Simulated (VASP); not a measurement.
Set up this calculation in VASP 6.6.1, as the native input.

- Task: single point
- Functional: PBE
- Potentials or basis: VASP PAW PBE potentials, release 64 (C)
- Cutoff: 520 eV
- k mesh: 12 × 12 × 12
- Occupations: fermi-dirac, width 0.02 eV
- Spin: no spin polarisation
- Dipole correction: no
- Further INCAR settings: ALGO = Normal; EDIFF = 1e-06; NBANDS = 11

The structure of C lies in POSCAR:

```
C
1.0
    0.0000000000      1.7801241425      1.7979253840
    1.7801241425      0.0000000000      1.7979253840
    1.7801241425      1.7801241425      0.0000000000
C
2
Direct
    0.0000000000      0.0000000000      0.0000000000
    0.2500000000      0.2500000000      0.2500000000
```

This cell differs from its parent crystal: uniaxial z strain +1.0%.

One way to write it, as run:

INCAR

```
SYSTEM = C
  PREC = Accurate
  ENCUT = 520
  EDIFF = 1E-6
  ISMEAR = -1
  SIGMA = 0.02
  LREAL = .False.
  LASPH = .True.
  NELM = 100
  ALGO = Normal
  ISIF = 2
  LWAVE = .False.
  LCHARG = .False.
  GGA = PE
  NBANDS = 11
```

KPOINTS

```
regular mesh
0
Gamma
  12 12 12
  0 0 0
```

Potentials or basis: VASP PAW PBE potentials, release 64 (C).

Command:

```console
$ cat potpaw_PBE.64/C/POTCAR > POTCAR
$ mpirun -np 1 vasp_std > vasp.out
```

Results of the run:

* Pressure: 0.5 GPa
* Band gap on the k mesh: 4.02 eV, indirect (least direct gap 5.49 eV)

Caveat: the cell differs from its parent crystal (uniaxial z strain +1.0%).

Wall time 15 s on 1 thread of Intel(R) Xeon(R) Platinum 8488C (Sapphire Rapids) (shared host), peak memory 0.13 GiB.
